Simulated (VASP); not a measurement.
A run of VASP 6.6.1 is set up as follows.

Contents of INCAR:

```
PREC = Accurate
ENCUT = 600
EDIFF = 1E-6
ISMEAR = 0
SIGMA = 0.1
LREAL = False
LASPH = True
NELM = 60
ALGO = Normal
ISIF = 3
LWAVE = False
LCHARG = False
GGA = PE
IBRION = 2
NSW = 90
EDIFFG = -0.04
```

The input KPOINTS:

```
regular mesh
0
Gamma
  6 6 6
```

The input POSCAR:

```
AlGa
1.0
    0.0000000000      2.6585611600      2.6585611600
    2.6585611600      0.0000000000      2.6585611600
    2.6585611600      2.6585611600      0.0000000000
Al Ga
1 1
Direct
    0.5000000000      0.5000000000      0.5000000000
    0.0000000000      0.0000000000      0.0000000000
```

Potentials or basis: VASP PAW PBE potentials, release 64 (Al, Ga_d).

Run with:

```sh
$ cat potpaw_PBE.64/Al/POTCAR potpaw_PBE.64/Ga_d/POTCAR > POTCAR
$ mpirun -np 1 vasp_std > vasp.out
```

(1) What does it give for the space group after relaxing (to 0.05 Å)?

(2) Estimate the relaxed cell.

(3) What does it give for the relaxed volume?

Answers

(1) Fm-3m (No. 225).

(2) a = 3.806 Å, b = 3.806 Å, c = 3.806 Å, α = 60.00°, β = 60.00°, γ = 60.00°.

(3) 19.50 Å³/atom.
